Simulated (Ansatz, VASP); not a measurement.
# Two plane-wave programs on H10CO6

```
O H C
1.0
     6.19629    0.00000    0.00000
     0.00000    6.19629    0.00000
     0.00000    0.00000    6.19629
O H C
6 10 1
Direct
  0.36470 0.26215 0.18826
  0.37227 0.00577 0.54962
  0.10402 0.22502 0.84220
  0.74921 0.93726 0.82792
  0.79860 0.49043 0.32594
  0.00791 0.73318 0.49859
  0.26420 0.23712 0.06325
  0.50568 0.28236 0.12199
  0.37638 0.08829 0.41165
  0.26178 0.89478 0.52298
  0.19685 0.15332 0.73365
  0.97239 0.13367 0.84785
  0.83028 0.84530 0.72747
  0.61834 0.97272 0.74456
  0.68189 0.57258 0.39622
  0.12469 0.49449 0.29937
  0.98841 0.57793 0.37961
```

Alike in both runs: functional PBE; dispersion D3(BJ); k mesh 1 × 1 × 1; occupations fermi-dirac, width 0.02 eV; no spin polarisation.

Ansatz relaxed the structure, and its values are those at the end. VASP's run is a single point on that final structure, the one shown.

```csv
,VASP,Ansatz
version,VASP 6.6.1,Ansatz 0.2.0
potentials or method,"VASP PAW PBE potentials, release 64 (O_h, H_h, C_h), cutoff 1000 eV","scalar-relativistic, plane waves, PAW"
valence electrons in the cell,50,50
```

|  | VASP | Ansatz | Ansatz less VASP |
| --- | --- | --- | --- |
| rms of the force components (eV/Å) | 0.093 | 0.093 | -0.0010 |
